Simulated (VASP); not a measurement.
# BPd (P4/mmm) in VASP: single point with PBE

Aim: the single point of BPd with PBE.

All numbers are computed with VASP 6.6.1; they aren't measurements. Logs are shortened: lines on timing, memory, paths and dates and some standing lists are left out, and cuts for length are marked.

### 1 The cell of the first run

Symmetry: P4/mmm, No. 123, tetragonal system. Conventional cell: a = 2.767 Å, b = 2.767 Å, c = 2.797 Å, α = 90.00°, β = 90.00°, γ = 90.00°. B (site symmetry 4/mmm) has 8 Pd at 2.40 Å and 6 B at 2.77 to 2.80 Å within 3.2 Å. Within 3.2 Å of Pd (site symmetry 4/mmm) lie 8 B at 2.40 Å and 6 Pd at 2.77 to 2.80 Å.

### 2 Single point, PBE

INCAR reads:

```
SYSTEM = BPd
PREC = Accurate ; ENCUT = 520
EDIFF = 1E-6 ; ISMEAR = 0
SIGMA = 0.1 ; LREAL = .FALSE.
LASPH = .TRUE. ; NELM = 80
ALGO = Normal ; ISIF = 2
LWAVE = .FALSE. ; LCHARG = .TRUE.
GGA = PE ; LELF = .TRUE.
LVHAR = .TRUE. ; NBANDS = 14
```

KPOINTS reads:

```
Automatic mesh
0
G
  8 8 6
  0 0 0
```

POSCAR reads:

```
BPd
1.0
    2.7665137696      0.0000000000      0.0000000000
    0.0000000000      2.7665137696      0.0000000000
    0.0000000000      0.0000000000      2.7966183492
B Pd
1 1
Direct
    0.5000000000      0.5000000000      0.5000000000
    0.0000000000      0.0000000000      0.0000000000
```

Potentials or basis: VASP PAW PBE potentials, release 64 (B, Pd).

Started as:

```
$ cat potpaw_PBE.64/B/POTCAR potpaw_PBE.64/Pd/POTCAR > POTCAR
$ mpirun -np 1 vasp_std > vasp.out
```

OUTCAR:

```text
SYSTEM = BPd
   PREC = Accurate
   ENCUT = 520
   EDIFF = 1E-6
   ISMEAR = 0
   LREAL = .FALSE.
   LASPH = .TRUE.
   NELM = 80
   ISIF = 2
   GGA = PE

 ion  position               nearest neighbor table
   1  0.500  0.500  0.500-   2 2.40   2 2.40   2 2.40   2 2.40   2 2.40   2 2.40   2 2.40   2 2.40

   2  0.000  0.000  0.000-   1 2.40   1 2.40   1 2.40   1 2.40   1 2.40   1 2.40   1 2.40   1 2.40

  LATTYP: Found a simple tetragonal cell.
 ALAT       =     2.7665137696
 C/A-ratio  =     1.0108817747

  Lattice vectors:

 A1 = (   2.7665137696,   0.0000000000,   0.0000000000)
 A2 = (   0.0000000000,   2.7665137696,   0.0000000000)
 A3 = (   0.0000000000,   0.0000000000,   2.7966183492)

Analysis of symmetry for initial positions (statically):
=====================================================================
 Subroutine PRICEL returns:
 Original cell was already a primitive cell.

 Routine SETGRP: Setting up the symmetry group for a
 simple tetragonal supercell.

 Subroutine GETGRP returns: Found 16 space group operations
 (whereof 16 operations were pure point group operations)
 out of a pool of 16 trial point group operations.

The static configuration has the point symmetry D_4h.

Analysis of symmetry for dynamics (positions and initial velocities):
=====================================================================
 Subroutine PRICEL returns:
 Original cell was already a primitive cell.

 Routine SETGRP: Setting up the symmetry group for a
 simple tetragonal supercell.

 Subroutine GETGRP returns: Found 16 space group operations
 (whereof 16 operations were pure point group operations)
 out of a pool of 16 trial point group operations.

The dynamic configuration has the point symmetry D_4h.

 Subroutine INISYM returns: Found 16 space group operations
 (whereof 16 operations are pure point group operations),
 and found     1 'primitive' translations

----------------------------------------------------------------------------------------

                                     Primitive cell

  volume of cell :      21.4042

  direct lattice vectors                    reciprocal lattice vectors
     2.766513770  0.000000000  0.000000000     0.361465759  0.000000000  0.000000000
     0.000000000  2.766513770  0.000000000     0.000000000  0.361465759  0.000000000
     0.000000000  0.000000000  2.796618349     0.000000000  0.000000000  0.357574712

  length of vectors
     2.766513770  2.766513770  2.796618349     0.361465759  0.361465759  0.357574712

  position of ions in fractional coordinates (direct lattice)
     0.500000000  0.500000000  0.500000000
     0.000000000  0.000000000  0.000000000

  ion indices of the primitive-cell ions
   primitive index   ion index
                 1           1
                 2           2

----------------------------------------------------------------------------------------

 KPOINTS: Automatic mesh

Automatic generation of k-mesh.
 Grid dimensions read from file:
 generate k-points for:    8    8    6

 Generating k-lattice:

  Cartesian coordinates                     Fractional coordinates (reciprocal lattice)
     0.045183220  0.000000000  0.000000000     0.125000000  0.000000000  0.000000000
     0.000000000  0.045183220  0.000000000     0.000000000  0.125000000  0.000000000
     0.000000000  0.000000000  0.059595785     0.000000000  0.000000000  0.166666667

  Length of vectors
     0.045183220  0.045183220  0.059595785

  Shift w.r.t. Gamma in fractional coordinates (k-lattice)
     0.000000000  0.000000000  0.000000000

 Subroutine IBZKPT returns following result:
 ===========================================

 Found     60 irreducible k-points:

 Following reciprocal coordinates:
            Coordinates               Weight
  0.000000  0.000000  0.000000      1.000000
  0.125000  0.000000  0.000000      4.000000
  0.250000  0.000000  0.000000      4.000000
  0.375000  0.000000  0.000000      4.000000
  0.500000  0.000000  0.000000      2.000000
  0.125000  0.125000  0.000000      4.000000
[... 16 lines left out ...]
  0.375000  0.125000  0.166667     16.000000
  0.500000  0.125000  0.166667      8.000000
 [... further k-points ...]
   k-points           NKPTS =     60   k-points in BZ     NKDIM =     60   number of bands    NBANDS=     14
   number of dos      NEDOS =    301   number of ions     NIONS =      2
   total plane-waves  NPLWV =  13824
   dimension x,y,z NGX =    24 NGY =   24 NGZ =   24
   dimension x,y,z NGXF=    48 NGYF=   48 NGZF=   48
   ions per type =               1   1
   NGX,Y,Z   is equivalent  to a cutoff of  14.42, 14.42, 14.27 a.u.
   NGXF,Y,Z  is equivalent  to a cutoff of  28.84, 28.84, 28.53 a.u.
 SYSTEM =  BPd
   PREC   = accura    normal or accurate (medium, high low for compatibility)
   ISTART =      0    job   : 0-new  1-cont  2-samecut
   ICHARG =      2    charge: 1-file 2-atom 10-const
   ISPIN  =      1    spin polarized calculation?
   LNONCOLLINEAR =      F non collinear calculations
   LSORBIT =      F    spin-orbit coupling
   LASPH  =      T    aspherical Exc in radial PAW
   ENCUT  =  520.0 eV  38.22 Ry    6.18 a.u.   5.14  5.14  5.20*2*pi/ulx,y,z
   NELM   =     80;   NELMIN=  2; NELMDL= -5     # of ELM steps
   EDIFF  = 0.1E-05   stopping-criterion for ELM
   LREAL  =      F    real-space projection
   EDIFFG = 0.1E-04   stopping-criterion for IOM
   NSW    =      0    number of steps for IOM
   IBRION =     -1    ionic relax: 0-MD 1-quasi-New 2-CG
   NFREE  =      0    steps in history (QN), initial steepest desc. (CG)
   ISIF   =      2    stress and relaxation
   ISYM   =      2    0-nonsym 1-usesym 2-fastsym
   POTIM  = 0.5000    time-step for ionic-motion
   TEBEG  =    0.0;   TEEND  =   0.0 temperature during run
   PSTRESS=    0.0 pullay stress
   NELECT =      13.0000    total number of electrons
   NUPDOWN=      -1.0000    fix difference up-down
   EMIN   =  10.00;   EMAX   =-10.00  energy-range for DOS
   EFERMI =   0.00;   METHOD = LEGACY
   ISMEAR =     0;   SIGMA  =   0.10  broadening in eV -4-tet -1-fermi 0-gaus
   EFERMI_NEDOS =   21; number of points for ismear=-14 and -15
   IALGO  =     38    algorithm
   IMIX   =      4    mixing-type and parameters
     AMIX     =   0.40;   BMIX     =  1.00
     AMIX_MAG =   1.60;   BMIX_MAG =  1.00
  volume/ion in A,a.u.               =      10.70        72.22
  Fermi-wavevector in a.u.,A,eV,Ry     =   1.386404  2.619923 26.151959  1.922115
  Thomas-Fermi vector in A             =   2.510723
   LORBIT       =      0    0 simple, 1 ext, 2 COOP (PROOUT), +10 PAW based schemes
   GGA     = PE    functional components
   LHFCALC =     F    Hartree Fock is set to
   AEXX    =    0.0000 exact exchange contribution
   IVDW    =     0    specifies the selected vdW correction
   LEPSILON=     F    determine dielectric tensor
   LRPA    =     F    only Hartree local field effects (RPA)
 non-spin polarized calculation
 Gauss-broadening in eV      SIGMA  =   0.10
  energy-cutoff  :      520.00
  volume of cell :       21.40
 maximum number of plane-waves:       588
 NGX is ok and might be reduce to    24
   NGX = 11   NGY = 11   NGZ = 11

 number of electron      13.0000004 magnetization

 Free energy of the ion-electron system (eV)
  ---------------------------------------------------
  ext. energy  EPLUGINS =         0.00000000
  ---------------------------------------------------
  free energy    TOTEN  =       -10.85586174 eV

  energy without entropy =      -10.85093743  energy(sigma->0) =      -10.85339959

 E-fermi :  10.4328     XC(G=0): -13.0584

 val. band max:       10.3814224805   @ k =   0.1250   0.1250   0.3333
 cond. band min:      10.4698671003   @ k =   0.3750   0.1250   0.3333
 fundamental gap:      0.0884446198
 Fermi energy:        10.4327676915

 k-point     1 :       0.0000    0.0000    0.0000
  band No.  band energies     occupation
      1      -1.8030      2.00000
      2       4.5634      2.00000
      3       4.6002      2.00000
      4       7.9771      2.00000
      5       7.9771      2.00000
      6       8.0249      2.00000
      7      12.4531      0.00000
      8      12.7073      0.00000
      9      12.7073      0.00000
     10      21.5027      0.00000
     11      24.5904      0.00000
     12      24.6671      0.00000
     13      32.9697      0.00000
     14      33.1321      0.00000

 k-point     2 :       0.1250    0.0000    0.0000
  band No.  band energies     occupation
      1      -1.4991      2.00000
      2       4.6525      2.00000
      3       4.6892      2.00000
      4       7.5506      2.00000
      5       7.6229      2.00000
      6       8.0010      2.00000
      7      11.8744      0.00000
      8      13.0747      0.00000
      9      13.2969      0.00000
     10      21.8026      0.00000
     11      24.0836      0.00000
     12      25.4467      0.00000
     13      31.2540      0.00000
     14      31.5402      0.00000

 k-point     3 :       0.2500    0.0000    0.0000
  band No.  band energies     occupation
      1      -0.6291      2.00000
      2       4.6707      2.00000
      3       4.8537      2.00000
      4       6.7690      2.00000
      5       6.8714      2.00000
      6       8.0595      2.00000
      7      10.5050      0.30733
      8      14.4215      0.00000
      9      14.5900      0.00000
     10      22.1127      0.00000
     11      22.9456      0.00000
     12      26.3862      0.00000
     13      28.2809      0.00000
     14      28.6003      0.00000
[... 324 lines left out ...]
 k-point    23 :       0.3750    0.1250    0.1667
  band No.  band energies     occupation
      1       1.1547      2.00000
      2       4.1274      2.00000
      3       5.2805      2.00000
      4       5.8788      2.00000
      5       6.9585      2.00000
      6       7.4934      2.00000
      7      10.3472      1.77384
      8      14.1241      0.00000
      9      15.1586      0.00000
     10      20.8413      0.00000
     11      24.2811      0.00000
     12      24.5441      0.00000
     13      24.9665      0.00000
     14      29.8591      0.00000

 k-point    24 :       0.5000    0.1250    0.1667
  band No.  band energies     occupation
      1       2.0159      2.00000
      2       3.3087      2.00000
      3       5.3538      2.00000
      4       5.6523      2.00000
      5       7.1673      2.00000
      6       7.5687      2.00000
      7      10.0074      2.00000
      8      14.4537      0.00000
      9      15.6817      0.00000
     10      20.3757      0.00000
     11      23.6722      0.00000
     12      23.7496      0.00000
     13      24.5638      0.00000
     14      30.1305      0.00000

 [... further k-points ...]
[... 5 lines left out ...]
  --------------------------------------------------------------------------------------
  -------------------------------------------------------------------------------------
  Total       -0.0153228     -0.0153228     -0.0466544      0.0000000     -0.0000000      0.0000000
  in kB       -1.1469635     -1.1469635     -3.4922437      0.0000000     -0.0000000      0.0000000
  external PRESSURE =      -1.9287236 kB  Pullay stress =       0.0000000 kB

 VOLUME and BASIS-vectors are now :
 -----------------------------------------------------------------------------
  energy-cutoff  :      520.00
  volume of cell :       21.40
      direct lattice vectors                 reciprocal lattice vectors
     2.766513770  0.000000000  0.000000000     0.361465759  0.000000000  0.000000000
     0.000000000  2.766513770  0.000000000     0.000000000  0.361465759  0.000000000
     0.000000000  0.000000000  2.796618349     0.000000000  0.000000000  0.357574712

 POSITION                                       TOTAL-FORCE (eV/Angst)
 -----------------------------------------------------------------------------------
      1.38326      1.38326      1.39831         0.000000      0.000000      0.000000
      0.00000      0.00000      0.00000         0.000000      0.000000      0.000000
 -----------------------------------------------------------------------------------
    total drift:                                0.000000      0.000000      0.000000

  FREE ENERGIE OF THE ION-ELECTRON SYSTEM (eV)
  ---------------------------------------------------
  free  energy   TOTEN  =       -10.8558617426 eV

  energy  without entropy=      -10.8509374276  energy(sigma->0) =      -10.85339959
```

Wall time 9.2 s (1 thread of AMD EPYC 9R45 (Zen 5), shared host); peak memory 0.12 GiB.

Results:

- Free energy: -10.8559 eV
- Pressure: -0.2 GPa

Caveat: the k points lie up to 0.37 Å⁻¹ apart.
